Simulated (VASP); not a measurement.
Write the native input for VASP 6.6.1 that does the following.

| Item | Value |
| --- | --- |
| Task | single point |
| Functional | PBE |
| Dispersion | D3(BJ) |
| Potentials or basis | VASP PAW PBE potentials, release 64 (Li_sv) |
| Cutoff | 520 eV |
| k mesh | 16 × 16 × 12 |
| Occupations | gaussian, width 0.15 eV |
| Spin | no spin polarisation |
| Dipole correction | no |
| Further INCAR settings | ALGO = Normal; EDIFF = 1e-06; NBANDS = 10 |

The structure of Li lies in POSCAR:

```
Li
1.0
    0.0000000000     -2.0886081792     -2.0886081792
    0.0000000000      2.0886081792     -2.0886081792
    4.1772163584      0.0000000000      0.0000000000
Li
2
Direct
    0.5813939166      0.4186060834      0.5000000000
   -0.0813939166      0.0813939166      0.0000000000
```

This cell differs from its parent crystal: mode 4 frozen in at -0.340 Å and mode 5 at -0.000 Å (largest displacements).

The input as run:

INCAR

```
PREC     = Accurate       # precision mode
ENCUT    = 520            # plane-wave cutoff, eV
EDIFF    = 1E-6           # SCF threshold, eV
ISMEAR   = 0              # smearing method
SIGMA    = 0.15           # smearing width, eV
LREAL    = F              # projectors in reciprocal space
LASPH    = T              # aspherical terms in the spheres
NELM     = 100            # most SCF steps
ALGO     = Normal         # electronic algorithm
ISIF     = 2              # what is computed and relaxed
LWAVE    = F              # write WAVECAR
LCHARG   = F              # write CHGCAR
GGA      = PE             # functional
IVDW     = 12             # dispersion correction
NBANDS   = 10             # bands
```

KPOINTS

```
regular mesh
0
Gamma
  16 16 12
```

Potentials or basis: VASP PAW PBE potentials, release 64 (Li_sv).

Run with:

```sh
$ cat potpaw_PBE.64/Li_sv/POTCAR > POTCAR
$ mpirun -np 1 vasp_std > vasp.out
```

It gave:

```json
{"Largest force": "0.523 eV/Å", "Band gap on the k mesh": "zero (band 3 reaches 4.13 eV, above the bottom of band 4 at -1.18 eV)", "Dispersion energy per atom": "-0.189 eV"}
```

Caveat: the cell differs from its parent crystal (mode 4 frozen in at -0.340 Å and mode 5 at -0.000 Å (largest displacements)).

Wall time 63 s on 1 thread of Intel(R) Xeon(R) Platinum 8259CL CPU @ 2.50GHz (Skylake/Cascade Lake), on a shared host, peak memory 0.26 GiB.
